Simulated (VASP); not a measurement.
# BaTiO3 (Pmm2) in VASP: further runs

Runs on BaTiO3. Level: r2SCAN. Tasks: single point.

Everything below comes from runs of VASP 6.6.1. Logs are shortened: lines on timing, memory, paths and dates and some standing lists are left out, and cuts for length are marked.

**1. The cell of the first run**

It takes space group Pmm2 (No. 25, orthorhombic). The conventional cell has a = 3.972 Å, b = 4.052 Å, c = 4.112 Å, α = 90.00°, β = 90.00°, γ = 90.00°. Within 3.7 Å of Ba (site symmetry mm2) lie 12 O at 2.79 to 2.95 Å and 8 Ti at 3.46 to 3.55 Å. Within 2.4 Å of Ti (site symmetry mm2) lie 6 O at 1.82 to 2.29 Å. Within 2.4 Å of O (site symmetry mm2) lie 2 Ti at 1.82 to 2.29 Å. O (site symmetry mm2) has 2 Ti at 1.99 Å within 2.6 Å. Within 2.7 Å of O (site symmetry mm2) lie 2 Ti at 2.03 Å.

**2. Single point, r2SCAN (strain +0.0200 x Voigt [1, 0, 0, 0, 0, 0])**

The input, POSCAR:

```
BaTiO3
1.0
    4.0517631356      0.0000000000      0.0000000000
    0.0000000000      3.9723167996      0.0000000000
    0.0000000000      0.0000000000      4.1123825565
Ba Ti O
1 1 3
Direct
    0.0000000000      0.0000000000      0.9926109048
    0.5000000000      0.5000000000      0.4745255192
    0.5000000000      0.5000000000      0.0315737038
    0.5000000000      0.0000000000      0.5146449361
    0.0000000000      0.5000000000      0.5146449361
```

The input, INCAR.step1:

```
SYSTEM = BaTiO3
ALGO = Normal
EDIFF = 1E-4
ENCUT = 520
GGA = PE
ISMEAR = 0
LASPH = .TRUE.
LCHARG = .FALSE.
LREAL = .FALSE.
LWAVE = .TRUE.
NBANDS = 28
NELM = 100
PREC = Accurate
SIGMA = 0.05
```

The input, INCAR.step2:

```
SYSTEM = BaTiO3
ALGO = Normal
EDIFF = 1E-6
ENCUT = 520
ISIF = 2
ISMEAR = 0
ISTART = 1
LASPH = .TRUE.
LCHARG = .FALSE.
LMIXTAU = .TRUE.
LREAL = .FALSE.
LWAVE = .FALSE.
METAGGA = R2SCAN
NBANDS = 28
NELM = 100
PREC = Accurate
SIGMA = 0.05
```

The input, KPOINTS:

```
k-points
0
G
  8 8 8
  0 0 0
```

Potentials or basis: VASP PAW PBE potentials, release 64 (Ba_sv, Ti_sv, O).

On the command line:

```console
cat potpaw_PBE.64/Ba_sv/POTCAR potpaw_PBE.64/Ti_sv/POTCAR potpaw_PBE.64/O/POTCAR > POTCAR
cp INCAR.step1 INCAR
mpirun -np 1 vasp_std > vasp.out
cp INCAR.step2 INCAR
mpirun -np 1 vasp_std > vasp.out
```

OUTCAR:

```text
SYSTEM = BaTiO3
   EDIFF = 1E-6
   ENCUT = 520
   ISIF = 2
   ISMEAR = 0
   ISTART = 1
   LASPH = .TRUE.
   LREAL = .FALSE.
   METAGGA = R2SCAN
   NELM = 100
   PREC = Accurate

 ion  position               nearest neighbor table
   1  0.000  0.000  0.993-   5 2.79   5 2.79   4 2.82   4 2.82   3 2.84   3 2.84   3 2.84   3 2.84
                             5 2.92   5 2.92   4 2.95   4 2.95   2 3.46   2 3.46   2 3.46   2 3.46
   2  0.500  0.500  0.475-   3 1.82   4 1.99   4 1.99   5 2.03   5 2.03   3 2.29   1 3.46   1 3.46
                             1 3.46   1 3.46   1 3.55   1 3.55   1 3.55   1 3.55
   3  0.500  0.500  0.032-   2 1.82   2 2.29   1 2.84   1 2.84   1 2.84   1 2.84
   4  0.500  0.000  0.515-   2 1.99   2 1.99   1 2.82   1 2.82   1 2.95   1 2.95
   5  0.000  0.500  0.515-   2 2.03   2 2.03   1 2.79   1 2.79   1 2.92   1 2.92

  LATTYP: Found a simple orthorhombic cell.
 ALAT       =     3.9723167996
 B/A-ratio  =     1.0200000000
 C/A-ratio  =     1.0352604699

  Lattice vectors:

 A1 = (   0.0000000000,  -3.9723167996,   0.0000000000)
 A2 = (   4.0517631356,   0.0000000000,   0.0000000000)
 A3 = (   0.0000000000,   0.0000000000,   4.1123825565)

Analysis of symmetry for initial positions (statically):
=====================================================================
 Subroutine PRICEL returns:
 Original cell was already a primitive cell.

 Routine SETGRP: Setting up the symmetry group for a
 simple orthorhombic supercell.

 Subroutine GETGRP returns: Found  4 space group operations
 (whereof  4 operations were pure point group operations)
 out of a pool of  8 trial point group operations.

The static configuration has the point symmetry C_2v.

Analysis of symmetry for dynamics (positions and initial velocities):
=====================================================================
 Subroutine PRICEL returns:
 Original cell was already a primitive cell.

 Routine SETGRP: Setting up the symmetry group for a
 simple orthorhombic supercell.

 Subroutine GETGRP returns: Found  4 space group operations
 (whereof  4 operations were pure point group operations)
 out of a pool of  8 trial point group operations.

The dynamic configuration has the point symmetry C_2v.

 Subroutine INISYM returns: Found  4 space group operations
 (whereof  4 operations are pure point group operations),
 and found     1 'primitive' translations

----------------------------------------------------------------------------------------

[... 95 lines left out ...]
   LASPH  =      T    aspherical Exc in radial PAW
   ENCUT  =  520.0 eV  38.22 Ry    6.18 a.u.   7.53  7.39  7.65*2*pi/ulx,y,z
   NELM   =    100;   NELMIN=  2; NELMDL=  0     # of ELM steps
   EDIFF  = 0.1E-05   stopping-criterion for ELM
   LREAL  =      F    real-space projection
   EDIFFG = 0.1E-04   stopping-criterion for IOM
   NSW    =      0    number of steps for IOM
   IBRION =     -1    ionic relax: 0-MD 1-quasi-New 2-CG
   NFREE  =      0    steps in history (QN), initial steepest desc. (CG)
   ISIF   =      2    stress and relaxation
   ISYM   =      2    0-nonsym 1-usesym 2-fastsym
   POTIM  = 0.5000    time-step for ionic-motion
   TEBEG  =    0.0;   TEEND  =   0.0 temperature during run
   PSTRESS=    0.0 pullay stress
   NELECT =      40.0000    total number of electrons
   NUPDOWN=      -1.0000    fix difference up-down
   EMIN   =  10.00;   EMAX   =-10.00  energy-range for DOS
   EFERMI =   0.00;   METHOD = LEGACY
   ISMEAR =     0;   SIGMA  =   0.05  broadening in eV -4-tet -1-fermi 0-gaus
   EFERMI_NEDOS =   21; number of points for ismear=-14 and -15
   IALGO  =     38    algorithm
   IMIX   =      4    mixing-type and parameters
     AMIX     =   0.40;   BMIX     =  1.00
     AMIX_MAG =   1.60;   BMIX_MAG =  1.00
  volume/ion in A,a.u.               =      13.24        89.33
  Fermi-wavevector in a.u.,A,eV,Ry     =   1.384101  2.615571 26.065153  1.915735
  Thomas-Fermi vector in A             =   2.508636
   LORBIT       =      0    0 simple, 1 ext, 2 COOP (PROOUT), +10 PAW based schemes
   METAGGA = R2SCAN    functional components
   LHFCALC =     F    Hartree Fock is set to
   AEXX    =    0.0000 exact exchange contribution
   IVDW    =     0    specifies the selected vdW correction
   LEPSILON=     F    determine dielectric tensor
   LRPA    =     F    only Hartree local field effects (RPA)
 non-spin polarized calculation
 Gauss-broadening in eV      SIGMA  =   0.05
  energy-cutoff  :      520.00
  volume of cell :       66.19
 maximum number of plane-waves:      1807
   NGX = 15   NGY = 15   NGZ = 15

 number of electron      39.9999989 magnetization

 Free energy of the ion-electron system (eV)
  ---------------------------------------------------
  ext. energy  EPLUGINS =         0.00000000
  ---------------------------------------------------
  free energy    TOTEN  =       -74.25224718 eV

  energy without entropy =      -74.25224718  energy(sigma->0) =      -74.25224718

 E-fermi :   3.6801     XC(G=0): -11.7210

 val. band max:        3.4347455999   @ k =   0.5000   0.5000   0.5000
 cond. band min:       5.5994406919   @ k =   0.0000   0.0000   0.0000
 fundamental gap:      2.1646950920
 Fermi energy:         3.6801394691

 k-point     1 :       0.0000    0.0000    0.0000
  band No.  band energies     occupation
      1     -55.4439      2.00000
      2     -30.7034      2.00000
      3     -30.5903      2.00000
      4     -30.5809      2.00000
      5     -22.3054      2.00000
      6     -14.5160      2.00000
[... 733 lines left out ...]
     27      11.9418      0.00000
     28      13.2092      0.00000

 [... further k-points ...]
[... 5 lines left out ...]
  --------------------------------------------------------------------------------------
  -------------------------------------------------------------------------------------
  Total       -1.6030453     -0.1462151     -0.0389548      0.0000000      0.0000000      0.0000000
  in kB      -38.8038618     -3.5393326     -0.9429535      0.0000000      0.0000000      0.0000000
  external PRESSURE =     -14.4287160 kB  Pullay stress =       0.0000000 kB

 VOLUME and BASIS-vectors are now :
 -----------------------------------------------------------------------------
  energy-cutoff  :      520.00
  volume of cell :       66.19
      direct lattice vectors                 reciprocal lattice vectors
     4.051763136  0.000000000  0.000000000     0.246806135  0.000000000  0.000000000
     0.000000000  3.972316800  0.000000000     0.000000000  0.251742258  0.000000000
     0.000000000  0.000000000  4.112382557     0.000000000  0.000000000  0.243168039

 POSITION                                       TOTAL-FORCE (eV/Angst)
 -----------------------------------------------------------------------------------
      0.00000      0.00000      4.08200         0.000000      0.000000      0.022014
      2.02588      1.98616      1.95143         0.000000      0.000000      0.123399
      2.02588      1.98616      0.12984         0.000000      0.000000     -0.079681
      2.02588      0.00000      2.11642         0.000000      0.000000      0.013904
      0.00000      1.98616      2.11642         0.000000      0.000000     -0.079635
 -----------------------------------------------------------------------------------
    total drift:                                0.000000      0.000000     -0.011463

  FREE ENERGIE OF THE ION-ELECTRON SYSTEM (eV)
  ---------------------------------------------------
  free  energy   TOTEN  =       -74.2522471811 eV

  energy  without entropy=      -74.2522471811  energy(sigma->0) =      -74.25224718
```

It took 8 min on 1 thread of AMD EPYC 9R45 (Zen 5), shared host; peak memory 0.31 GiB.

Results:

* Free energy: -74.2522 eV
* Pressure: -1.4 GPa
* Largest force: 0.123 eV/Å
* Band gap on the k mesh: 2.16 eV, indirect (least direct gap 2.64 eV)

Forces on the atoms (eV/Å):
```
Ba   0.000  0.000  0.022
Ti   0.000  0.000  0.123
O    0.000  0.000 -0.080
O    0.000  0.000  0.014
O    0.000  0.000 -0.080
```

Stress tensor (GPa, compression positive):
```
-3.88  0.00  0.00
 0.00 -0.35  0.00
 0.00  0.00 -0.09
```

Caveat: the cell differs from its parent crystal (strain +0.0200 x Voigt [1, 0, 0, 0, 0, 0]); the PAW data sets were made with another functional, which shifts forces and pressure a little; spin-orbit coupling is left out, which moves the levels of the heavy elements.

**3. Single point, r2SCAN (strain -0.0200 x Voigt [1, 0, 0, 0, 0, 0])**

Changes to POSCAR since step 2:

```diff
@@ -2,3 +2,3 @@
 1.0
-    4.0517631356      0.0000000000      0.0000000000
+    3.8928704636      0.0000000000      0.0000000000
     0.0000000000      3.9723167996      0.0000000000
```

The input, INCAR.step1:

```
SYSTEM = BaTiO3
ALGO     = Normal         ! electronic algorithm
EDIFF    = 1E-4           ! SCF threshold, eV
ENCUT    = 520            ! plane-wave cutoff, eV
GGA      = PE             ! functional
ISMEAR   = 0              ! smearing method
LASPH    = .TRUE.         ! aspherical terms in the spheres
LCHARG   = .FALSE.        ! write CHGCAR
LREAL    = .FALSE.        ! projectors in reciprocal space
LWAVE    = .TRUE.         ! write WAVECAR
NBANDS   = 28             ! bands
NELM     = 80             ! most SCF steps
PREC     = Accurate       ! precision mode
SIGMA    = 0.05           ! smearing width, eV
```

The input, INCAR.step2:

```
SYSTEM = BaTiO3
ALGO     = Normal         ! electronic algorithm
EDIFF    = 1E-7           ! SCF threshold, eV
ENCUT    = 520            ! plane-wave cutoff, eV
ISIF     = 2              ! what is computed and relaxed
ISMEAR   = 0              ! smearing method
ISTART   = 1            
LASPH    = .TRUE.         ! aspherical terms in the spheres
LCHARG   = .FALSE.        ! write CHGCAR
LMIXTAU  = .TRUE.       
LREAL    = .FALSE.        ! projectors in reciprocal space
LWAVE    = .FALSE.        ! write WAVECAR
METAGGA  = R2SCAN         ! meta-GGA
NBANDS   = 28             ! bands
NELM     = 80             ! most SCF steps
PREC     = Accurate       ! precision mode
SIGMA    = 0.05           ! smearing width, eV
```

KPOINTS is that of step 2.

Potentials or basis: VASP PAW PBE potentials, release 64 (Ba_sv, Ti_sv, O).

On the command line:

```console
cat potpaw_PBE.64/Ba_sv/POTCAR potpaw_PBE.64/Ti_sv/POTCAR potpaw_PBE.64/O/POTCAR > POTCAR
cp INCAR.step1 INCAR
mpirun -np 1 vasp_std > vasp.out
cp INCAR.step2 INCAR
mpirun -np 1 vasp_std > vasp.out
```

Wall time 9.9 min (1 thread of Intel Xeon Platinum 8488C (Sapphire Rapids), shared host); peak memory 0.35 GiB.

The run converged. Its results:

| Item | Value |
| --- | --- |
| Free energy | -74.2151 eV |
| Pressure | 5.9 GPa |
| Largest force | 0.242 eV/Å |
| Band gap on the k mesh | 2.25 eV, indirect (least direct gap 2.76 eV) |

Forces on the atoms (eV/Å):
```
Ba   0.000  0.000  0.040
Ti   0.000  0.000  0.184
O    0.000  0.000 -0.242
O    0.000  0.000 -0.052
O    0.000  0.000  0.070
```

Stress tensor (GPa, compression positive):
```
8.88 0.00 0.00
0.00 4.35 0.00
0.00 0.00 4.41
```

Levels at points of the mesh, in eV from the valence-band top:
| k point | band 16 | band 17 | band 18 | band 19 | band 20 | band 21 | band 22 | band 23 | band 24 | band 25 |
| --- | --- | --- | --- | --- | --- | --- | --- | --- | --- | --- |
| (0.00, 0.00, 0.00) | -1.61 | -1.39 | -0.75 | -0.53 | -0.50 | 2.25 | 2.69 | 2.76 | 4.52 | 4.68 |
| (0.50, 0.00, 0.00) | -2.16 | -2.08 | -1.84 | -1.43 | -1.25 | 2.81 | 4.11 | 4.18 | 4.51 | 6.38 |
| (0.00, 0.50, 0.00) | -2.12 | -1.92 | -1.71 | -1.46 | -1.24 | 2.86 | 3.94 | 4.01 | 4.61 | 6.32 |
| (0.50, 0.50, 0.00) | -3.02 | -2.02 | -1.09 | -1.08 | -0.08 | 4.05 | 4.22 | 4.54 | 4.85 | 8.35 |
| (0.00, 0.00, 0.50) | -2.10 | -2.10 | -2.08 | -0.78 | -0.77 | 2.39 | 3.93 | 3.96 | 4.54 | 6.57 |
| (0.50, 0.00, 0.50) | -2.89 | -1.88 | -1.06 | -1.00 | -0.45 | 3.95 | 4.15 | 4.40 | 5.34 | 8.08 |
| (0.00, 0.50, 0.50) | -2.68 | -1.88 | -1.24 | -1.17 | -0.48 | 3.97 | 3.97 | 4.28 | 5.55 | 7.88 |
| (0.50, 0.50, 0.50) | -2.68 | -2.48 | -0.39 | -0.36 | 0.00 | 4.55 | 4.65 | 4.74 | 6.93 | 7.20 |

Caveat: the cell differs from its parent crystal (strain -0.0200 x Voigt [1, 0, 0, 0, 0, 0]); the PAW data sets were made with another functional, which shifts forces and pressure a little; spin-orbit coupling is left out, which moves the levels of the heavy elements. A k mesh can miss the band edges.

**4. Single point, r2SCAN (strain -0.0150 x Voigt [1, 0, 0, 0, 0, 0])**

Changes to POSCAR since step 3:

```diff
@@ -2,3 +2,3 @@
 1.0
-    3.8928704636      0.0000000000      0.0000000000
+    3.9127320476      0.0000000000      0.0000000000
     0.0000000000      3.9723167996      0.0000000000
```

The input, INCAR.step1:

```
PREC = Accurate
ENCUT = 520
ISMEAR = 0
SIGMA = 0.05
LREAL = F
LASPH = T
NELM = 60
NBANDS = 28
GGA = PE
ALGO = Normal
EDIFF = 1E-4
LWAVE = T
LCHARG = F
```

The input, INCAR.step2:

```
PREC = Accurate
ENCUT = 520
EDIFF = 1E-6
ISMEAR = 0
SIGMA = 0.05
LREAL = F
LASPH = T
NELM = 60
ALGO = Normal
ISIF = 2
LWAVE = F
LCHARG = T
METAGGA = R2SCAN
LMIXTAU = T
LELF = T
LVHAR = T
NBANDS = 28
ISTART = 1
```

The input, KPOINTS:

```
Automatic mesh
0
Gamma
  8 8 8
```

On the command line:

```console
cat potpaw_PBE.64/Ba_sv/POTCAR potpaw_PBE.64/Ti_sv/POTCAR potpaw_PBE.64/O/POTCAR > POTCAR
cp INCAR.step1 INCAR
mpirun -np 1 vasp_std > vasp.out
cp INCAR.step2 INCAR
mpirun -np 1 vasp_std > vasp.out
```

It took 7.1 min on 1 thread of Intel Xeon Platinum 8488C (Sapphire Rapids), shared host; peak memory 0.34 GiB.

Results (log left out):

```
Free energy            : -74.2316 eV
Pressure               : 4.8 GPa
Largest force          : 0.222 eV/Å
Band gap on the k mesh : 2.24 eV, indirect (least direct gap 2.75 eV)
```

Forces in eV/Å, atoms in the order of the input:
```
Ba   0.000  0.000  0.037
Ti   0.000  0.000  0.182
O    0.000  0.000 -0.222
O    0.000  0.000 -0.043
O    0.000  0.000  0.046
```

Stress tensor (GPa, compression positive):
```
7.00 0.00 0.00
0.00 3.71 0.00
0.00 0.00 3.80
```

Levels at points of the mesh, in eV from the valence-band top:
| k point | band 17 | band 18 | band 19 | band 20 | band 21 | band 22 | band 23 | band 24 |
| --- | --- | --- | --- | --- | --- | --- | --- | --- |
| (0.00, 0.00, 0.00) | -1.37 | -0.74 | -0.52 | -0.50 | 2.24 | 2.69 | 2.75 | 4.49 |
| (0.50, 0.00, 0.00) | -2.06 | -1.82 | -1.42 | -1.24 | 2.81 | 4.06 | 4.13 | 4.50 |
| (0.00, 0.50, 0.00) | -1.92 | -1.72 | -1.45 | -1.23 | 2.84 | 3.93 | 4.00 | 4.58 |
| (0.50, 0.50, 0.00) | -2.02 | -1.10 | -1.10 | -0.07 | 4.04 | 4.16 | 4.50 | 4.83 |
| (0.00, 0.00, 0.50) | -2.11 | -2.07 | -0.78 | -0.76 | 2.38 | 3.93 | 3.95 | 4.50 |
| (0.50, 0.00, 0.50) | -1.88 | -1.07 | -1.01 | -0.44 | 3.94 | 4.10 | 4.36 | 5.32 |
| (0.00, 0.50, 0.50) | -1.88 | -1.20 | -1.14 | -0.46 | 3.96 | 3.97 | 4.27 | 5.48 |
| (0.50, 0.50, 0.50) | -2.51 | -0.38 | -0.36 | 0.00 | 4.54 | 4.61 | 4.70 | 6.91 |

Caveat: the cell differs from its parent crystal (strain -0.0150 x Voigt [1, 0, 0, 0, 0, 0]); the PAW data sets were made with another functional, which shifts forces and pressure a little; spin-orbit coupling is left out, which moves the levels of the heavy elements. A k mesh can miss the band edges.

[end of part 1 of 2]
